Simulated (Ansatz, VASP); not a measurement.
Two plane-wave programs on LiBe

```
CELL_PARAMETERS angstrom
2.21634 0.00000 0.00000
0.00000 3.48745 0.00000
-0.38781 0.00000 5.32226
ATOMIC_POSITIONS crystal
Li 0.73685 0.25000 0.15486
Li 0.26315 0.75000 0.84514
Be 0.75642 0.25000 0.57617
Be 0.24358 0.75000 0.42383
```

Alike in both runs: task single point; functional LDA; k mesh 18 × 12 × 8; occupations gaussian, width 0.1 eV; no spin polarisation.

|  | VASP | Ansatz |
| --- | --- | --- |
| version | VASP 6.6.1 | Ansatz 0.2.0 |
| potentials or method | VASP PAW LDA potentials, release 64 (Li_sv, Be), cutoff 520 eV | scalar-relativistic, plane waves, PAW |
| valence electrons in the cell | 10 | 10 |

VASP gave:

| Quantity | Value |
| --- | --- |
| gap on the k mesh at the Fermi level (eV) | none |
| rms of the force components (eV/Å) | 0.031 |

**Question.** What did Ansatz give for the same quantities?

**Answer.** gap on the k mesh at the Fermi level (eV): none; rms of the force components (eV/Å): 0.029.

LDA's correlation is that of Perdew and Zunger in VASP and of Perdew and Wang (1992) in Ansatz. Atom by atom the forces differ by 0.003 eV/Å (rms over components). A gap of «none» marks a metal or a gap that the smearing closes.

Noted on VASP's run: the cutoff is short for stress, so the pressure is rough.
